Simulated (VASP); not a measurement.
# Ni (P6/mmm) in VASP: further runs

Ni is run at these levels: PBE; tasks: single point.

All numbers are computed with VASP 6.6.1; they aren't measurements. Logs are shortened: lines on timing, memory, paths and dates and some standing lists are left out, and cuts for length are marked.

## (1) The cell of the first run

It takes space group P6/mmm (No. 191, hexagonal). Conventional cell: a = 2.417 Å, b = 2.417 Å, c = 2.357 Å, α = 90.00°, β = 90.00°, γ = 120.00°. Within 3.1 Å of Ni (site symmetry 6/mmm) lie 8 Ni at 2.36 to 2.42 Å.

## (2) Single point, PBE, collinear spin, ferromagnetic start

Contents of INCAR:

```
PREC = Accurate
ENCUT = 520
EDIFF = 1E-6
ISMEAR = -1
SIGMA = 0.05
LREAL = False
LASPH = True
NELM = 150
ALGO = Normal
ISIF = 2
LWAVE = False
LCHARG = True
ISPIN = 2
MAGMOM = 1
LORBIT = 11
LMAXMIX = 4
GGA = PE
LELF = True
LVHAR = True
NBANDS = 15
```

Contents of KPOINTS:

```
regular mesh
0
Gamma
  18 18 17
```

Contents of POSCAR:

```
Ni
1.0
    2.4171853131      0.0000000000      0.0000000000
   -1.2085926566      2.0933438868      0.0000000000
    0.0000000000      0.0000000000      2.3565243582
Ni
1
Direct
    0.0000000000      0.0000000000      0.0000000000
```

Potentials or basis: VASP PAW PBE potentials, release 64 (Ni).

Command:

```bash
> cat potpaw_PBE.64/Ni/POTCAR > POTCAR
> mpirun -np 1 vasp_std > vasp.out
```

OUTCAR:

```text
PREC = Accurate
   ENCUT = 520
   EDIFF = 1E-6
   ISMEAR = -1
   LREAL = False
   LASPH = True
   NELM = 150
   ISIF = 2
   ISPIN = 2
   LORBIT = 11
   GGA = PE

 ion  position               nearest neighbor table
   1  0.000  0.000  0.000-

  LATTYP: Found a hexagonal cell.
 ALAT       =     2.4171853131
 C/A-ratio  =     0.9749043011

  Lattice vectors:

 A1 = (   2.4171853131,   0.0000000000,   0.0000000000)
 A2 = (  -1.2085926566,   2.0933438868,   0.0000000000)
 A3 = (   0.0000000000,   0.0000000000,   2.3565243582)

Analysis of symmetry for initial positions (statically):
=====================================================================
 Subroutine PRICEL returns:
 Original cell was already a primitive cell.

 Routine SETGRP: Setting up the symmetry group for a
 hexagonal supercell.

 Subroutine GETGRP returns: Found 24 space group operations
 (whereof 24 operations were pure point group operations)
 out of a pool of 24 trial point group operations.

The static configuration has the point symmetry D_6h.

Analysis of symmetry for dynamics (positions and initial velocities):
=====================================================================
 Subroutine PRICEL returns:
 Original cell was already a primitive cell.

 Routine SETGRP: Setting up the symmetry group for a
 hexagonal supercell.

 Subroutine GETGRP returns: Found 24 space group operations
 (whereof 24 operations were pure point group operations)
 out of a pool of 24 trial point group operations.

The dynamic configuration has the point symmetry D_6h.

Analysis of structural, dynamic, and magnetic symmetry:
=====================================================================
 Subroutine PRICEL returns:
 Original cell was already a primitive cell.

 Routine SETGRP: Setting up the symmetry group for a
 hexagonal supercell.

 Subroutine GETGRP returns: Found 24 space group operations
 (whereof 24 operations were pure point group operations)
 out of a pool of 24 trial point group operations.

The overall configuration has the point symmetry D_6h.

 Subroutine INISYM returns: Found 24 space group operations
 (whereof 24 operations are pure point group operations),
 and found     1 'primitive' translations

----------------------------------------------------------------------------------------

                                     Primitive cell

  volume of cell :      11.9240

  direct lattice vectors                    reciprocal lattice vectors
     2.417185313  0.000000000  0.000000000     0.413704317  0.238852299  0.000000000
    -1.208592657  2.093343887  0.000000000     0.000000000  0.477704598  0.000000000
     0.000000000  0.000000000  2.356524358     0.000000000  0.000000000  0.424353772

  length of vectors
     2.417185313  2.417185313  2.356524358     0.477704598  0.477704598  0.424353772

  position of ions in fractional coordinates (direct lattice)
     0.000000000  0.000000000  0.000000000

  ion indices of the primitive-cell ions
   primitive index   ion index
                 1           1

----------------------------------------------------------------------------------------

 KPOINTS: regular mesh

Automatic generation of k-mesh.
 Grid dimensions read from file:
 generate k-points for:   18   18   17

 Generating k-lattice:

  Cartesian coordinates                     Fractional coordinates (reciprocal lattice)
     0.022983573  0.013269572  0.000000000     0.055555556 -0.000000000  0.000000000
     0.000000000  0.026539144  0.000000000     0.000000000  0.055555556  0.000000000
     0.000000000  0.000000000  0.024961987     0.000000000  0.000000000  0.058823529

  Length of vectors
     0.026539144  0.026539144  0.024961987

  Shift w.r.t. Gamma in fractional coordinates (k-lattice)
     0.000000000  0.000000000  0.000000000

 Subroutine IBZKPT returns following result:
 ===========================================

 Found    333 irreducible k-points:

 Following reciprocal coordinates:
            Coordinates               Weight
  0.000000  0.000000  0.000000      1.000000
  0.055556  0.000000  0.000000      6.000000
  0.111111  0.000000  0.000000      6.000000
  0.166667  0.000000  0.000000      6.000000
  0.222222  0.000000  0.000000      6.000000
  0.277778  0.000000  0.000000      6.000000
[... 16 lines left out ...]
  0.333333  0.111111  0.000000     12.000000
  0.388889  0.111111  0.000000     12.000000
 [... further k-points ...]
   k-points           NKPTS =    333   k-points in BZ     NKDIM =    333   number of bands    NBANDS=     15
   number of dos      NEDOS =    301   number of ions     NIONS =      1
   total plane-waves  NPLWV =   5832
   dimension x,y,z NGX =    18 NGY =   18 NGZ =   18
   dimension x,y,z NGXF=    36 NGYF=   36 NGZF=   36
   ions per type =               1
   NGX,Y,Z   is equivalent  to a cutoff of  12.38, 12.38, 12.70 a.u.
   NGXF,Y,Z  is equivalent  to a cutoff of  24.76, 24.76, 25.40 a.u.
 SYSTEM =  unknown system
   PREC   = accura    normal or accurate (medium, high low for compatibility)
   ISTART =      0    job   : 0-new  1-cont  2-samecut
   ICHARG =      2    charge: 1-file 2-atom 10-const
   ISPIN  =      2    spin polarized calculation?
   LNONCOLLINEAR =      F non collinear calculations
   LSORBIT =      F    spin-orbit coupling
   LASPH  =      T    aspherical Exc in radial PAW
   ENCUT  =  520.0 eV  38.22 Ry    6.18 a.u.   4.49  4.49  4.38*2*pi/ulx,y,z
   NELM   =    150;   NELMIN=  2; NELMDL= -5     # of ELM steps
   EDIFF  = 0.1E-05   stopping-criterion for ELM
   LREAL  =      F    real-space projection
   EDIFFG = 0.1E-04   stopping-criterion for IOM
   NSW    =      0    number of steps for IOM
   IBRION =     -1    ionic relax: 0-MD 1-quasi-New 2-CG
   NFREE  =      0    steps in history (QN), initial steepest desc. (CG)
   ISIF   =      2    stress and relaxation
   ISYM   =      2    0-nonsym 1-usesym 2-fastsym
   POTIM  = 0.5000    time-step for ionic-motion
   TEBEG  =    0.0;   TEEND  =   0.0 temperature during run
   PSTRESS=    0.0 pullay stress
   NELECT =      10.0000    total number of electrons
   NUPDOWN=      -1.0000    fix difference up-down
   EMIN   =  10.00;   EMAX   =-10.00  energy-range for DOS
   EFERMI =   0.00;   METHOD = LEGACY
   ISMEAR =    -1;   SIGMA  =   0.05  broadening in eV -4-tet -1-fermi 0-gaus
   EFERMI_NEDOS =   21; number of points for ismear=-14 and -15
   IALGO  =     38    algorithm
   IMIX   =      4    mixing-type and parameters
     AMIX     =   0.40;   BMIX     =  1.00
     AMIX_MAG =   1.60;   BMIX_MAG =  1.00
  volume/ion in A,a.u.               =      11.92        80.47
  Fermi-wavevector in a.u.,A,eV,Ry     =   1.543834  2.917424 32.428456  2.383424
  Thomas-Fermi vector in A             =   2.649441
   LORBIT       =     11    0 simple, 1 ext, 2 COOP (PROOUT), +10 PAW based schemes
   GGA     = PE    functional components
   LHFCALC =     F    Hartree Fock is set to
   AEXX    =    0.0000 exact exchange contribution
   IVDW    =     0    specifies the selected vdW correction
   LEPSILON=     F    determine dielectric tensor
   LRPA    =     F    only Hartree local field effects (RPA)
 spin polarized calculation
  energy-cutoff  :      520.00
  volume of cell :       11.92
 maximum number of plane-waves:       333
 NGX is ok and might be reduce to    18
   NGX =  9   NGY =  9   NGZ =  9

 number of electron      10.0000000 magnetization       1.0000000

 number of electron       9.9999988 magnetization       0.5512923

 Free energy of the ion-electron system (eV)
  ---------------------------------------------------
  ext. energy  EPLUGINS =         0.00000000
  ---------------------------------------------------
  free energy    TOTEN  =        -5.07369114 eV

  energy without entropy =       -5.05707744  energy(sigma->0) =       -5.06538429

 E-fermi :   8.0729     XC(G=0): -12.6630

 val. band max:        8.0668643143   @ k =   0.4444   0.0000   0.0588
 cond. band min:       8.0731024450   @ k =   0.1667   0.0000   0.3529
 fundamental gap:      0.0062381307
 Fermi energy:         8.0729251104

 spin component 1

 k-point     1 :       0.0000    0.0000    0.0000
  band No.  band energies     occupation
      1      -0.2119      1.00000
      2       4.4721      1.00000
      3       5.9699      1.00000
      4       5.9699      1.00000
      5       7.7630      0.99797
      6       7.7630      0.99797
      7      26.4752      0.00000
      8      31.4911      0.00000
      9      31.7425      0.00000
     10      34.4930      0.00000
     11      34.4930      0.00000
     12      36.8102      0.00000
     13      36.8102      0.00000
     14      43.0908      0.00000
     15      54.5208      0.00000
[... 397 lines left out ...]
 k-point    24 :       0.3889    0.1111    0.0000
  band No.  band energies     occupation
      1       3.9512      1.00000
      2       5.0196      1.00000
      3       6.5391      1.00000
      4       6.7222      1.00000
      5       7.4626      0.99999
      6       9.0473      0.00000
      7      14.2435      0.00000
      8      22.2197      0.00000
      9      33.7471      0.00000
     10      34.2321      0.00000
     11      35.1428      0.00000
     12      39.3761      0.00000
     13      41.6717      0.00000
     14      46.9632      0.00000
     15      48.6607      0.00000

 [... further k-points ...]

 spin component 2

 k-point     1 :       0.0000    0.0000    0.0000
  band No.  band energies     occupation
      1      -0.2164      1.00000
      2       4.9994      1.00000
      3       6.5707      1.00000
      4       6.5707      1.00000
      5       8.3723      0.00250
      6       8.3723      0.00250
      7      26.5047      0.00000
      8      31.6003      0.00000
      9      31.6203      0.00000
     10      34.6088      0.00000
     11      34.6088      0.00000
     12      36.8605      0.00000
     13      36.8605      0.00000
     14      43.1981      0.00000
     15      55.8116      0.00000
[... 397 lines left out ...]
 k-point    24 :       0.3889    0.1111    0.0000
  band No.  band energies     occupation
      1       4.3103      1.00000
      2       5.5410      1.00000
      3       6.8606      1.00000
      4       7.2845      1.00000
      5       8.0596      0.56611
      6       9.4561      0.00000
      7      14.5194      0.00000
      8      22.3025      0.00000
      9      33.7573      0.00000
     10      34.2546      0.00000
     11      35.2151      0.00000
     12      39.4122      0.00000
     13      41.6796      0.00000
     14      47.0270      0.00000
     15      48.7631      0.00000

 [... further k-points ...]

------------------------ aborting loop because EDIFF is reached ----------------------------------------

  FORCE on cell =-STRESS in cart. coord.  units (eV):
  Direction    XX          YY          ZZ          XY          YZ          ZX
  --------------------------------------------------------------------------------------
  -------------------------------------------------------------------------------------
  Total       -0.0773460     -0.0773460     -0.1039915      0.0000000     -0.0000000      0.0000000
  in kB      -10.3926488    -10.3926488    -13.9728844      0.0000000     -0.0000000      0.0000000
  external PRESSURE =     -11.5860607 kB  Pullay stress =       0.0000000 kB

 VOLUME and BASIS-vectors are now :
 -----------------------------------------------------------------------------
  energy-cutoff  :      520.00
  volume of cell :       11.92
      direct lattice vectors                 reciprocal lattice vectors
     2.417185313  0.000000000  0.000000000     0.413704317  0.238852299  0.000000000
    -1.208592657  2.093343887  0.000000000     0.000000000  0.477704598  0.000000000
     0.000000000  0.000000000  2.356524358     0.000000000  0.000000000  0.424353772

 POSITION                                       TOTAL-FORCE (eV/Angst)
 -----------------------------------------------------------------------------------
      0.00000      0.00000      0.00000        -0.000000      0.000000      0.000000
 -----------------------------------------------------------------------------------
    total drift:                                0.000000      0.000000      0.000000

  FREE ENERGIE OF THE ION-ELECTRON SYSTEM (eV)
  ---------------------------------------------------
  free  energy   TOTEN  =        -5.0736911386 eV

  energy  without entropy=       -5.0570774424  energy(sigma->0) =       -5.06538429

 total charge

# of ion       s       p       d       tot
------------------------------------------
    1        0.503   0.426   8.334   9.263

 magnetization (x)

# of ion       s       p       d       tot
------------------------------------------
    1       -0.005  -0.010   0.575   0.560
```

Run time: 41 s. Hardware: 1 thread of Intel Xeon 6975P-C (Granite Rapids), shared host; peak memory 0.2 GiB.

Results:

| Property | Result |
| --- | --- |
| Free energy | -5.0737 eV |
| Pressure | -1.2 GPa |
| Net moment | 0.55 μB per cell |
| Site moments | Ni +0.56 μB |
| Valence electrons inside the program's atomic spheres | Ni 9.26 |

Stress tensor (GPa, compression positive):
```
-1.04  0.00  0.00
 0.00 -1.04  0.00
 0.00  0.00 -1.40
```

## (3) Single point, PBE, collinear spin, ferromagnetic start

Contents of INCAR:

```
SYSTEM = Ni
ALGO = Normal
EDIFF = 1E-7
ENCUT = 520
GGA = PE
ISIF = 2
ISMEAR = -1
ISPIN = 2
LASPH = .TRUE.
LCHARG = .FALSE.
LMAXMIX = 4
LORBIT = 11
LREAL = .FALSE.
LWAVE = .FALSE.
MAGMOM = 1
NBANDS = 15
NELM = 150
PREC = Accurate
SIGMA = 0.05
```

Contents of KPOINTS:

```
k-points
0
G
  18 18 17
  0 0 0
```

Contents of POSCAR:

```
Ni
1.0
    2.4169217134      0.0000000000      0.0000000000
   -1.2084608567      2.0931156027      0.0000000000
    0.0000000000      0.0000000000      2.3571991546
Ni
1
Direct
    0.0000000000      0.0000000000      0.0000000000
```

Potentials or basis: VASP PAW PBE potentials, release 64 (Ni).

Command:

```bash
> cat potpaw_PBE.64/Ni/POTCAR > POTCAR
> mpirun -np 1 vasp_std > vasp.out
```

OUTCAR:

```text
SYSTEM = Ni
   EDIFF = 1E-7
   ENCUT = 520
   GGA = PE
   ISIF = 2
   ISMEAR = -1
   ISPIN = 2
   LASPH = .TRUE.
   LORBIT = 11
   LREAL = .FALSE.
   NELM = 150
   PREC = Accurate

 ion  position               nearest neighbor table
   1  0.000  0.000  0.000-

  LATTYP: Found a hexagonal cell.
 ALAT       =     2.4169217134
 C/A-ratio  =     0.9752898249

  Lattice vectors:

 A1 = (   2.4169217134,   0.0000000000,   0.0000000000)
 A2 = (  -1.2084608567,   2.0931156027,   0.0000000000)
 A3 = (   0.0000000000,   0.0000000000,   2.3571991546)

Analysis of symmetry for initial positions (statically):
=====================================================================
 Subroutine PRICEL returns:
 Original cell was already a primitive cell.

 Routine SETGRP: Setting up the symmetry group for a
 hexagonal supercell.

 Subroutine GETGRP returns: Found 24 space group operations
 (whereof 24 operations were pure point group operations)
 out of a pool of 24 trial point group operations.

The static configuration has the point symmetry D_6h.

Analysis of symmetry for dynamics (positions and initial velocities):
=====================================================================
 Subroutine PRICEL returns:
 Original cell was already a primitive cell.

 Routine SETGRP: Setting up the symmetry group for a
 hexagonal supercell.

 Subroutine GETGRP returns: Found 24 space group operations
 (whereof 24 operations were pure point group operations)
 out of a pool of 24 trial point group operations.

The dynamic configuration has the point symmetry D_6h.

Analysis of structural, dynamic, and magnetic symmetry:
=====================================================================
 Subroutine PRICEL returns:
 Original cell was already a primitive cell.

 Routine SETGRP: Setting up the symmetry group for a
 hexagonal supercell.

[... 163 lines left out ...]
      1      -0.2124      1.00000
      2       4.4719      1.00000
      3       5.9688      1.00000
      4       5.9688      1.00000
      5       7.7618      0.99797
      6       7.7618      0.99797
      7      26.4591      0.00000
      8      31.4773      0.00000
      9      31.7471      0.00000
     10      34.5011      0.00000
     11      34.5011      0.00000
     12      36.8165      0.00000
     13      36.8165      0.00000
     14      43.0937      0.00000
[... 403 lines left out ...]
      4       6.7196      1.00000
      5       7.4610      1.00000
      6       9.0478      0.00000
      7      14.2454      0.00000
      8      22.2238      0.00000
      9      33.7410      0.00000
     10      34.2305      0.00000
     11      35.1287      0.00000
     12      39.3632      0.00000
     13      41.6610      0.00000
     14      46.9607      0.00000
     15      48.6484      0.00000

 [... further k-points ...]

 spin component 2

 k-point     1 :       0.0000    0.0000    0.0000
  band No.  band energies     occupation
      1      -0.2168      1.00000
      2       4.9993      1.00000
      3       6.5695      1.00000
      4       6.5695      1.00000
      5       8.3711      0.00251
      6       8.3711      0.00251
      7      26.4886      0.00000
      8      31.5869      0.00000
      9      31.6250      0.00000
     10      34.6170      0.00000
     11      34.6170      0.00000
     12      36.8669      0.00000
     13      36.8669      0.00000
     14      43.2011      0.00000
[... 403 lines left out ...]
      4       7.2818      1.00000
      5       8.0580      0.56847
      6       9.4565      0.00000
      7      14.5213      0.00000
      8      22.3067      0.00000
      9      33.7493      0.00000
     10      34.2553      0.00000
     11      35.2010      0.00000
     12      39.3995      0.00000
     13      41.6690      0.00000
     14      47.0247      0.00000
     15      48.7508      0.00000

 [... further k-points ...]

------------------------ aborting loop because EDIFF is reached ----------------------------------------

  FORCE on cell =-STRESS in cart. coord.  units (eV):
  Direction    XX          YY          ZZ          XY          YZ          ZX
  --------------------------------------------------------------------------------------
  -------------------------------------------------------------------------------------
  Total       -0.0714969     -0.0714969     -0.1076833      0.0000000     -0.0000000      0.0000000
  in kB       -9.6060634     -9.6060634    -14.4679513      0.0000000     -0.0000000      0.0000000
  external PRESSURE =     -11.2266927 kB  Pullay stress =       0.0000000 kB

 VOLUME and BASIS-vectors are now :
 -----------------------------------------------------------------------------
  energy-cutoff  :      520.00
  volume of cell :       11.92
      direct lattice vectors                 reciprocal lattice vectors
     2.416921713  0.000000000  0.000000000     0.413749438  0.238878349  0.000000000
    -1.208460857  2.093115603  0.000000000     0.000000000  0.477756699  0.000000000
     0.000000000  0.000000000  2.357199155     0.000000000  0.000000000  0.424232292

 POSITION                                       TOTAL-FORCE (eV/Angst)
 -----------------------------------------------------------------------------------
      0.00000      0.00000      0.00000        -0.000000      0.000000      0.000000
 -----------------------------------------------------------------------------------
    total drift:                                0.000000      0.000000      0.000000

  FREE ENERGIE OF THE ION-ELECTRON SYSTEM (eV)
  ---------------------------------------------------
  free  energy   TOTEN  =        -5.0736771951 eV

  energy  without entropy=       -5.0570588229  energy(sigma->0) =       -5.06536801

 total charge

# of ion       s       p       d       tot
------------------------------------------
    1        0.503   0.426   8.334   9.263

 magnetization (x)

# of ion       s       p       d       tot
------------------------------------------
    1       -0.005  -0.010   0.575   0.560
```

stdout:

```text
POSCAR found type information on POSCAR Ni
 POSCAR found :  1 types and       1 ions
 scaLAPACK will be used
 LDA part: xc-table for (Slater+PW92), standard interpolation
 POSCAR, INCAR and KPOINTS ok, starting setup
 FFT: planning ... GRIDC
 FFT: planning ... GRID_SOFT
 FFT: planning ... GRID
 WAVECAR not read
 entering main loop
```

Run time: 46 s. Hardware: 1 thread of Intel Xeon 6975P-C (Granite Rapids), shared host; peak memory 0.19 GiB.

Results:

| Quantity | Value |
| --- | --- |
| Free energy | -5.0737 eV |
| Pressure | -1.1 GPa |
| Net moment | 0.55 μB per cell |
| Site moments | Ni +0.56 μB |
| Valence electrons inside the program's atomic spheres | Ni 9.26 |
